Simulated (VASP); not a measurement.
# CdTe (I-4m2) in VASP: a series of runs

The runs below take CdTe through single point, with r2SCAN.

Everything below comes from runs of VASP 6.6.1. Logs are shortened: lines on timing, memory, paths and dates and some standing lists are left out, and cuts for length are marked.

## 1. The cell of the first run

Symmetry: I-4m2, No. 119, tetragonal system. Conventional cell: a = 4.924 Å, b = 4.924 Å, c = 5.432 Å, α = 90.00°, β = 90.00°, γ = 90.00°. Within 3.7 Å of Cd (site symmetry -4m2) lie 4 Te at 2.81 Å. Within 3.7 Å of Te (site symmetry -4m2) lie 4 Cd at 2.81 Å.

## 2. Single point, r2SCAN

File POSCAR:

```
CdTe
1.0
    0.0000000000      3.4817413044      2.7157582174
    3.4817413044      0.0000000000      2.7157582174
    3.4817413044      3.4817413044      0.0000000000
Cd Te
1 1
Direct
    0.0000000000      0.0000000000      0.0000000000
    0.7500000000      0.7500000000      0.7500000000
```

File INCAR.step1:

```
SYSTEM = CdTe
PREC = Accurate
ENCUT = 520
ISMEAR = 0
SIGMA = 0.05
LREAL = .False.
LASPH = .True.
NELM = 60
NBANDS = 16
GGA = PE
ALGO = Normal
EDIFF = 1E-4
LWAVE = .True.
LCHARG = .False.
```

File INCAR.step2:

```
SYSTEM = CdTe
PREC = Accurate
ENCUT = 520
EDIFF = 1E-6
ISMEAR = 0
SIGMA = 0.05
LREAL = .False.
LASPH = .True.
NELM = 60
ALGO = Normal
ISIF = 2
LWAVE = .False.
LCHARG = .True.
METAGGA = R2SCAN
LMIXTAU = .True.
LELF = .True.
LVHAR = .True.
NBANDS = 16
ISTART = 1
```

File KPOINTS:

```
Automatic mesh
0
Gamma
  8 8 8
  0 0 0
```

Potentials or basis: VASP PAW PBE potentials, release 64 (Cd, Te).

On the command line:

```sh
cat potpaw_PBE.64/Cd/POTCAR potpaw_PBE.64/Te/POTCAR > POTCAR
cp INCAR.step1 INCAR
mpirun -np 1 vasp_std > vasp.out
cp INCAR.step2 INCAR
mpirun -np 1 vasp_std > vasp.out
```

OUTCAR:

```text
SYSTEM = CdTe
   PREC = Accurate
   ENCUT = 520
   EDIFF = 1E-6
   ISMEAR = 0
   LREAL = .False.
   LASPH = .True.
   NELM = 60
   ISIF = 2
   METAGGA = R2SCAN
   ISTART = 1

 ion  position               nearest neighbor table
   1  0.000  0.000  0.000-   2 2.81   2 2.81   2 2.81   2 2.81
   2  0.750  0.750  0.750-   1 2.81   1 2.81   1 2.81   1 2.81

  LATTYP: Found a body centered tetragonal cell.
 ALAT       =     4.9239257734
 C/A-ratio  =     1.1030865786

  Lattice vectors:

 A1 = (   0.0000000000,  -3.4817413044,  -2.7157582174)
 A2 = (   0.0000000000,   3.4817413044,  -2.7157582174)
 A3 = (   3.4817413044,   0.0000000000,   2.7157582174)

Analysis of symmetry for initial positions (statically):
=====================================================================
 Subroutine PRICEL returns:
 Original cell was already a primitive cell.

 Routine SETGRP: Setting up the symmetry group for a
 body centered tetragonal supercell.

 Subroutine GETGRP returns: Found  8 space group operations
 (whereof  8 operations were pure point group operations)
 out of a pool of 16 trial point group operations.

The static configuration has the point symmetry D_2d.

Analysis of symmetry for dynamics (positions and initial velocities):
=====================================================================
 Subroutine PRICEL returns:
 Original cell was already a primitive cell.

 Routine SETGRP: Setting up the symmetry group for a
 body centered tetragonal supercell.

 Subroutine GETGRP returns: Found  8 space group operations
 (whereof  8 operations were pure point group operations)
 out of a pool of 16 trial point group operations.

The dynamic configuration has the point symmetry D_2d.

 Subroutine INISYM returns: Found  8 space group operations
 (whereof  8 operations are pure point group operations),
 and found     1 'primitive' translations

----------------------------------------------------------------------------------------

                                     Primitive cell

  volume of cell :      65.8437

  direct lattice vectors                    reciprocal lattice vectors
     0.000000000  3.481741304  2.715758217    -0.143606304  0.143606304  0.184110646
     3.481741304  0.000000000  2.715758217     0.143606304 -0.143606304  0.184110646
     3.481741304  3.481741304  0.000000000     0.143606304  0.143606304 -0.184110646

  length of vectors
     4.415638709  4.415638709  4.923925773     0.274120906  0.274120906  0.274120906

[... 81 lines left out ...]
   LREAL  =      F    real-space projection
   EDIFFG = 0.1E-04   stopping-criterion for IOM
   NSW    =      0    number of steps for IOM
   IBRION =     -1    ionic relax: 0-MD 1-quasi-New 2-CG
   NFREE  =      0    steps in history (QN), initial steepest desc. (CG)
   ISIF   =      2    stress and relaxation
   ISYM   =      2    0-nonsym 1-usesym 2-fastsym
   POTIM  = 0.5000    time-step for ionic-motion
   TEBEG  =    0.0;   TEEND  =   0.0 temperature during run
   PSTRESS=    0.0 pullay stress
   NELECT =      18.0000    total number of electrons
   NUPDOWN=      -1.0000    fix difference up-down
   EMIN   =  10.00;   EMAX   =-10.00  energy-range for DOS
   EFERMI =   0.00;   METHOD = LEGACY
   ISMEAR =     0;   SIGMA  =   0.05  broadening in eV -4-tet -1-fermi 0-gaus
   EFERMI_NEDOS =   21; number of points for ismear=-14 and -15
   IALGO  =     38    algorithm
   IMIX   =      4    mixing-type and parameters
     AMIX     =   0.40;   BMIX     =  1.00
     AMIX_MAG =   1.60;   BMIX_MAG =  1.00
  volume/ion in A,a.u.               =      32.92       222.17
  Fermi-wavevector in a.u.,A,eV,Ry     =   1.062497  2.007828 15.359610  1.128899
  Thomas-Fermi vector in A             =   2.197950
   LORBIT       =      0    0 simple, 1 ext, 2 COOP (PROOUT), +10 PAW based schemes
   METAGGA = R2SCAN    functional components
   LHFCALC =     F    Hartree Fock is set to
   AEXX    =    0.0000 exact exchange contribution
   IVDW    =     0    specifies the selected vdW correction
   LEPSILON=     F    determine dielectric tensor
   LRPA    =     F    only Hartree local field effects (RPA)
 non-spin polarized calculation
 Gauss-broadening in eV      SIGMA  =   0.05
  energy-cutoff  :      520.00
  volume of cell :       65.84
 maximum number of plane-waves:      1790
 NGX is ok and might be reduce to    36

 number of electron      18.0000003 magnetization

 Free energy of the ion-electron system (eV)
  ---------------------------------------------------
  ext. energy  EPLUGINS =         0.00000000
  ---------------------------------------------------
  free energy    TOTEN  =       -46.52053104 eV

  energy without entropy =      -46.52053104  energy(sigma->0) =      -46.52053104

 E-fermi :   2.9342     XC(G=0):  -9.2945

 val. band max:        2.6880542456   @ k =   0.0000   0.0000   0.0000
 cond. band min:       3.5946686768   @ k =   0.0000   0.0000   0.0000
 fundamental gap:      0.9066144312
 Fermi energy:         2.9342228978

 k-point     1 :       0.0000    0.0000    0.0000
  band No.  band energies     occupation
      1      -9.2323      2.00000
      2      -6.2407      2.00000
      3      -6.2407      2.00000
      4      -6.2014      2.00000
      5      -5.9873      2.00000
      6      -5.9440      2.00000
[... 433 lines left out ...]
      3      -6.1339      2.00000
      4      -6.0026      2.00000
      5      -5.9708      2.00000
      6      -5.8179      2.00000
[... 8 lines left out ...]
     15      12.1422      0.00000
     16      13.4014      0.00000

 [... further k-points ...]

------------------------ aborting loop because EDIFF is reached ----------------------------------------

  FORCE on cell =-STRESS in cart. coord.  units (eV):
  Direction    XX          YY          ZZ          XY          YZ          ZX
  --------------------------------------------------------------------------------------
  -------------------------------------------------------------------------------------
  Total        0.5950228      0.5950228      1.3661090      0.0000000      0.0000000      0.0000000
  in kB       14.4787164     14.4787164     33.2415928      0.0000000      0.0000000      0.0000000
  external PRESSURE =      20.7330085 kB  Pullay stress =       0.0000000 kB

 VOLUME and BASIS-vectors are now :
 -----------------------------------------------------------------------------
  energy-cutoff  :      520.00
  volume of cell :       65.84
      direct lattice vectors                 reciprocal lattice vectors
     0.000000000  3.481741304  2.715758217    -0.143606304  0.143606304  0.184110646
     3.481741304  0.000000000  2.715758217     0.143606304 -0.143606304  0.184110646
     3.481741304  3.481741304  0.000000000     0.143606304  0.143606304 -0.184110646

 POSITION                                       TOTAL-FORCE (eV/Angst)
 -----------------------------------------------------------------------------------
      0.00000      0.00000      0.00000        -0.000000     -0.000000      0.000000
      5.22261      5.22261      4.07364         0.000000      0.000000     -0.000000
 -----------------------------------------------------------------------------------
    total drift:                               -0.000001     -0.000001      0.000003

  FREE ENERGIE OF THE ION-ELECTRON SYSTEM (eV)
  ---------------------------------------------------
  free  energy   TOTEN  =       -46.5205310376 eV

  energy  without entropy=      -46.5205310376  energy(sigma->0) =      -46.52053104
```

OUTCAR.step1:

```text
SYSTEM = CdTe
   PREC = Accurate
   ENCUT = 520
   ISMEAR = 0
   LREAL = .False.
   LASPH = .True.
[... 679 lines left out ...]
      0.00000      0.00000      0.00000         0.000000      0.000000      0.000000
      5.22261      5.22261      4.07364        -0.000000     -0.000000     -0.000000
 -----------------------------------------------------------------------------------
    total drift:                                0.000000      0.000000     -0.000000

  FREE ENERGIE OF THE ION-ELECTRON SYSTEM (eV)
  ---------------------------------------------------
  free  energy   TOTEN  =        -4.6563073423 eV

  energy  without entropy=       -4.6563073423  energy(sigma->0) =       -4.65630734
```

It took 1.8 min on 1 thread of Intel Xeon 6975P-C (Granite Rapids), shared host; peak memory 0.26 GiB.

What came out:

| Property | Result |
| --- | --- |
| Free energy | -46.5205 eV |
| Pressure | 2.1 GPa |
| Band gap on the k mesh | 0.91 eV |

Stress tensor (GPa, compression positive):
```
1.45 0.00 0.00
0.00 1.45 0.00
0.00 0.00 3.32
```

Caveat: the PAW data sets were made with another functional, which shifts forces and pressure a little; spin-orbit coupling is left out, which moves the levels of the heavy elements. A k mesh can miss the band edges.

## 3. Single point, r2SCAN

This run uses another cell than the first one, of the same volume but with other edges.

File POSCAR:

```
CdTe
1.0
    0.0000000000      2.9366143483      3.8175986528
    2.9366143483      0.0000000000      3.8175986528
    2.9366143483      2.9366143483      0.0000000000
Cd Te
1 1
Direct
    0.0000000000      0.0000000000      0.0000000000
    0.7500000000      0.7500000000      0.7500000000
```

File INCAR.step1:

```
  PREC = Accurate
  ENCUT = 520
  ISMEAR = 0
  SIGMA = 0.05
  LREAL = F
  LASPH = T
  NELM = 100
  NBANDS = 16
  GGA = PE
  ALGO = Normal
  EDIFF = 1E-4
  LWAVE = T
  LCHARG = F
```

File INCAR.step2:

```
  PREC = Accurate
  ENCUT = 520
  EDIFF = 1E-6
  ISMEAR = 0
  SIGMA = 0.05
  LREAL = F
  LASPH = T
  NELM = 100
  ALGO = Normal
  ISIF = 2
  LWAVE = F
  LCHARG = F
  METAGGA = R2SCAN
  LMIXTAU = T
  NBANDS = 16
  ISTART = 1
```

File KPOINTS:

```
Automatic mesh
0
Gamma
  8 8 8
```

Potentials or basis: VASP PAW PBE potentials, release 64 (Cd, Te).

On the command line:

```sh
cat potpaw_PBE.64/Cd/POTCAR potpaw_PBE.64/Te/POTCAR > POTCAR
cp INCAR.step1 INCAR
mpirun -np 1 vasp_std > vasp.out
cp INCAR.step2 INCAR
mpirun -np 1 vasp_std > vasp.out
```

Wall time 98 s (1 thread of Intel Xeon 6975P-C (Granite Rapids), shared host); peak memory 0.24 GiB.

The run converged. Its results:

```
Free energy            : -46.3838 eV
Pressure               : 2.2 GPa
Band gap on the k mesh : 0.53 eV
```

Stress tensor (GPa, compression positive):
```
 4.60  0.00  0.00
 0.00  4.60  0.00
 0.00  0.00 -2.57
```

Levels at points of the mesh, in eV from the valence-band top:
```tsv
k point	band 6	band 7	band 8	band 9	band 10	band 11	band 12	band 13
(0.00, 0.00, 0.00)	-8.79	-1.41	0.00	0.00	0.53	4.92	4.92	5.03
(0.50, 0.00, 0.00)	-8.43	-4.93	-1.96	-0.37	1.18	5.35	6.19	7.29
(0.50, 0.50, 0.00)	-8.60	-5.65	-1.43	-1.43	3.44	3.97	7.62	9.44
(0.50, 0.00, 0.50)	-8.14	-4.30	-2.81	-2.40	1.96	2.11	7.46	8.00
```

Caveat: the stress differs along the axes, from -3 to 5 GPa; semilocal functionals underestimate gaps, and a narrow one can read as zero; the PAW data sets were made with another functional, which shifts forces and pressure a little; spin-orbit coupling is left out, which moves the levels of the heavy elements.

(Continued in part 2 of 2.)
